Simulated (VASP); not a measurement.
Set up this calculation in VASP 6.6.1, as the native input.

```yaml
Task: relaxation of cell and atoms
Functional: PBE
Potentials_or_basis: VASP PAW PBE potentials, release 64 (Mg, S, O)
Cutoff: 600 eV
k_mesh: 2 × 6 × 6
Occupations: gaussian, width 0.02 eV
Spin: no spin polarisation
Dipole_correction: no
Further_INCAR_settings: ALGO = Normal; EDIFF = 1e-06; IBRION = 2; EDIFFG = -0.01; NSW = 100; ISIF = 3
```

The structure of Mg3S2O lies in POSCAR:

```
Mg3S2O
1.0
   14.0232322463      0.0000000000      0.0000000000
    0.0000000000      2.6252848671      2.6279912212
    0.0000000000     -2.6252848671      2.6279912212
Mg S O
6 4 2
Direct
    0.3963173137      0.8317402686      0.3451376692
    0.8963173137      0.3451376692      0.8317402686
    0.6036826863      0.3451376692      0.8317402686
    0.1036826863      0.8317402686      0.3451376692
    0.7500000000      0.8451978862      0.1354426849
    0.2500000000      0.1354426849      0.8451978862
    0.5873300231      0.8465593665      0.3569799541
    0.0873300231      0.3569799541      0.8465593665
    0.4126699769      0.3569799541      0.8465593665
    0.9126699769      0.8465593665      0.3569799541
    0.7500000000      0.3455924378      0.9128287519
    0.2500000000      0.9128287519      0.3455924378
```

One way to write it, as run:

INCAR

```
SYSTEM = Mg3S2O
PREC = Accurate
ENCUT = 600
EDIFF = 1E-6
ISMEAR = 0
SIGMA = 0.02
LREAL = .FALSE.
LASPH = .TRUE.
NELM = 80
ALGO = Normal
ISIF = 3
LWAVE = .FALSE.
LCHARG = .FALSE.
GGA = PE
IBRION = 2
NSW = 100
EDIFFG = -0.01
```

KPOINTS

```
Automatic mesh
0
G
  2 6 6
  0 0 0
```

Potentials or basis: VASP PAW PBE potentials, release 64 (Mg, S, O).

Launch:

```bash
$ cat potpaw_PBE.64/Mg/POTCAR potpaw_PBE.64/S/POTCAR potpaw_PBE.64/O/POTCAR > POTCAR
$ mpirun -np 1 vasp_std > vasp.out
```

Results of the run:

```yaml
Relaxed_volume: 16.03 Å³/atom
Relaxed_cell: a = 14.047 Å, b = 3.700 Å, c = 3.700 Å, α = 89.94°, β = 90.00°, γ = 90.00°
Space_group_after_relaxing_to_0.1_Å: Ama2 (No. 40)
Energy_gained_by_relaxing: 0.2 meV/atom
Ionic_steps: 7
Pressure_after_relaxing: 0.0 GPa
Largest_force_after_relaxing: 0.009 eV/Å
Band_gap_on_the_k_mesh: 3.29 eV
```

It took 13 min on 1 thread of Oxide Virtual Turin-like Processor (shared host), peak memory 0.39 GiB.
